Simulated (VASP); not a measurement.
A run of VASP 6.6.1 is set up as follows.

INCAR

```
PREC = Accurate ; ENCUT = 520
EDIFF = 1E-6 ; ISMEAR = 0
SIGMA = 0.05 ; LREAL = Auto
LASPH = True ; NELM = 80
ALGO = Normal ; ISIF = 2
LWAVE = False ; LCHARG = False
GGA = PE ; NELECT = 128.0
NBANDS = 80
```

Contents of KPOINTS:

```
Automatic mesh
0
Gamma
  4 4 4
```

The input POSCAR:

```
Li4Nb4O11
1.0
    5.2231019317      0.0000000000      0.0000000000
    0.0000000000      3.0155593063     -4.5984613597
    0.0000000000      6.0311186126      4.5984613597
Li Nb O
4 4 11
Direct
    0.0000000000      0.5000000000      0.2500000000
    0.5000000000      0.0000000000      0.7500000000
    0.0000000000      0.5000000000      0.7500000000
    0.5000000000      0.0000000000      0.2500000000
    0.5000000000      0.5000000000      0.5000000000
    0.0000000000      0.0000000000      0.0000000000
    0.0000000000      0.0000000000      0.5000000000
    0.5000000000      0.5000000000      0.0000000000
    0.8803293659      0.0000000000      0.2500000000
    0.3803293659      0.5000000000      0.7500000000
    0.8098353170      0.6901646830      0.9401646830
    0.8098353170      0.3098353170      0.5598353170
    0.3098353170      0.8098353170      0.0598353170
    0.1196706341      0.0000000000      0.7500000000
    0.6196706341      0.5000000000      0.2500000000
    0.6901646830      0.8098353170      0.5598353170
    0.1901646830      0.3098353170      0.0598353170
    0.2649588293      1.0026646830      0.4401646830
    0.6901646830      0.1901646830      0.9401646830
```

Potentials or basis: VASP PAW PBE potentials, release 64 (Li_sv, Nb_sv, O).

The run is started by

```console
$ cat potpaw_PBE.64/Li_sv/POTCAR potpaw_PBE.64/Nb_sv/POTCAR potpaw_PBE.64/O/POTCAR > POTCAR
$ mpirun -np 1 vasp_std > vasp.out
```

(1) Estimate the largest force.

## Answers

(1) 26.833 eV/Å.

Caveat: the cell carries a net charge on a neutralising background, which shifts energy and pressure; the cell differs from its parent crystal (atom 18 moved 0.625 of the way to it and +0.000 Å across, host rigid).
